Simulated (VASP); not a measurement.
## BaLiF3: single point with LDA

Crystal: BaLiF3.

```
Ba Li F
1.0
     3.86892    0.00000    0.00000
     0.00000    3.86892    0.00000
     0.00000    0.00000    3.98858
Ba Li F
1 1 3
Direct
  0.00000 0.00000 0.00000
  0.50000 0.50000 0.50000
  0.00000 0.50000 0.50000
  0.50000 0.50000 0.00000
  0.50000 0.00000 0.50000
```

This cell differs from its parent crystal: strain -0.030 along x and y, +0.000 along z.

- Program: VASP 6.6.1
- Task: single point
- Functional: LDA
- Potentials or basis: VASP PAW LDA potentials, release 64 (Ba_sv, Li_sv, F)
- Cutoff: 520 eV
- k mesh: 6 × 6 × 6
- Occupations: gaussian, width 0.05 eV
- Spin: no spin polarisation

```json
{
  "Band gap on the k mesh": "6.38 eV"
}
```

Levels at points of the mesh, in eV from the valence-band top:
```tsv
k point	band 15	band 16	band 17	band 18	band 19	band 20
(0.00, 0.00, 0.00)	0.00	0.00	0.00	6.38	6.71	8.44
(0.50, 0.00, 0.00)	-0.81	-0.68	-0.55	8.25	8.90	10.52
(0.50, 0.50, 0.00)	-0.64	-0.20	-0.11	9.10	9.65	10.96
(0.00, 0.00, 0.50)	-0.89	-0.47	-0.47	7.88	8.70	10.62
(0.50, 0.00, 0.50)	-0.60	-0.33	-0.32	9.08	9.24	11.20
(0.50, 0.50, 0.50)	-0.27	-0.19	-0.06	8.13	8.13	8.13
```

It took 70 s on 1 thread of AMD EPYC 7R43 64-Core Processor (Zen 3) (shared host), peak memory 0.15 GiB.

Caveat: the cell differs from its parent crystal (strain -0.030 along x and y, +0.000 along z); spin-orbit coupling is left out, which moves the levels of the heavy elements. A k mesh can miss the band edges.
